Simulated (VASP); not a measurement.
Set up this calculation in VASP 6.6.1, as the native input.

- Task: relaxation of cell and atoms
- Functional: PBE
- Potentials or basis: VASP PAW PBE potentials, release 64 (Pd)
- Cutoff: 500 eV
- k mesh: 18 × 18 × 18
- Occupations: gaussian, width 0.1 eV
- Spin: no spin polarisation
- Dipole correction: no
- Further INCAR settings: ALGO = Normal; EDIFF = 1e-07; IBRION = 2; EDIFFG = -0.005; NSW = 100; ISIF = 3

The structure of Pd lies in POSCAR:

```
Pd
1.0
    0.0000000000      1.9742329147      1.9742329147
    1.9742329147      0.0000000000      1.9742329147
    1.9742329147      1.9742329147      0.0000000000
Pd
1
Direct
    0.0000000000      0.0000000000      0.0000000000
```

These files were run (other wordings do the same):

INCAR

```
PREC = Accurate ; ENCUT = 500
EDIFF = 1E-7 ; ISMEAR = 0
SIGMA = 0.1 ; LREAL = False
LASPH = True ; NELM = 120
ALGO = Normal ; ISIF = 3
LWAVE = False ; LCHARG = False
GGA = PE ; IBRION = 2
NSW = 100 ; EDIFFG = -0.005
GGA_COMPAT = False ; NELMIN = 4
```

KPOINTS

```
Automatic mesh
0
Gamma
  18 18 18
```

Potentials or basis: VASP PAW PBE potentials, release 64 (Pd).

Launch:

```bash
$ cat potpaw_PBE.64/Pd/POTCAR > POTCAR
$ mpirun -np 1 vasp_std > vasp.out
```

Results of the run:

The relaxed volume is 15.29 Å³/atom. The relaxed cell is a = 2.786 Å, b = 2.786 Å, c = 2.786 Å, α = 60.00°, β = 60.00°, γ = 60.00°. The space group after relaxing (to 0.1 Å) is Fm-3m (No. 225), the energy gained by relaxing is 0.3 meV/atom and the ionic steps are 3. The pressure after relaxing is 0.0 GPa. The band gap on the k mesh is zero (bands 5 and 6 overlap by 1.49 eV).

Run time: 18 s on 1 thread of Intel(R) Xeon(R) 6975P-C (Granite Rapids) (shared host), peak memory 0.14 GiB.
